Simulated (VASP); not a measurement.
Wanted: the native input for a VASP 6.6.1 run.

| Quantity | Value |
| --- | --- |
| Task | single point |
| Functional | PBEsol |
| Potentials or basis | VASP PAW PBE potentials, release 64 (Bi_d, Te) |
| Cutoff | 500 eV |
| k mesh | 16 × 16 × 16 |
| Occupations | gaussian, width 0.15 eV |
| Spin | no spin polarisation |
| Dipole correction | no |
| Further INCAR settings | ALGO = Normal; EDIFF = 1e-06; NBANDS = 18 |

The structure of BiTe lies in POSCAR:

```
BiTe
1.0
    0.0000000000      3.1971538277      3.1971538277
    3.1971538277      0.0000000000      3.1971538277
    3.1971538277      3.1971538277      0.0000000000
Bi Te
1 1
Direct
   -0.0179041151      0.0179041151     -0.0179041151
    0.5293229557      0.4706770443      0.5293229557
```

This cell differs from its parent crystal: atoms displaced along a vibrational mode.

The input as run:

INCAR

```
SYSTEM = BiTe
ALGO = Normal
EDIFF = 1E-6
ENCUT = 500
GGA = PS
GGA_COMPAT = .FALSE.
ISIF = 2
ISMEAR = 0
LASPH = .TRUE.
LCHARG = .FALSE.
LREAL = .FALSE.
LWAVE = .FALSE.
NBANDS = 18
NELM = 120
PREC = Accurate
SIGMA = 0.15
```

KPOINTS

```
k-points
0
G
  16 16 16
  0 0 0
```

Potentials or basis: VASP PAW PBE potentials, release 64 (Bi_d, Te).

Run with:

```sh
$ cat potpaw_PBE.64/Bi_d/POTCAR potpaw_PBE.64/Te/POTCAR > POTCAR
$ mpirun -np 1 vasp_std > vasp.out
```

Results of the run:

```yaml
Pressure: 1.9 GPa
Largest_force: 1.029 eV/Å
Band_gap_on_the_k_mesh: zero (an odd number of electrons rules out a gap without spin polarisation)
```

Caveat: the cell differs from its parent crystal (atoms displaced along a vibrational mode); the PAW data sets were made with another functional, which shifts forces and pressure a little; spin-orbit coupling is left out, which moves the levels of the heavy elements.

It took 9.3 min on 1 thread of AMD EPYC 7R13 (shared host), peak memory 0.48 GiB.
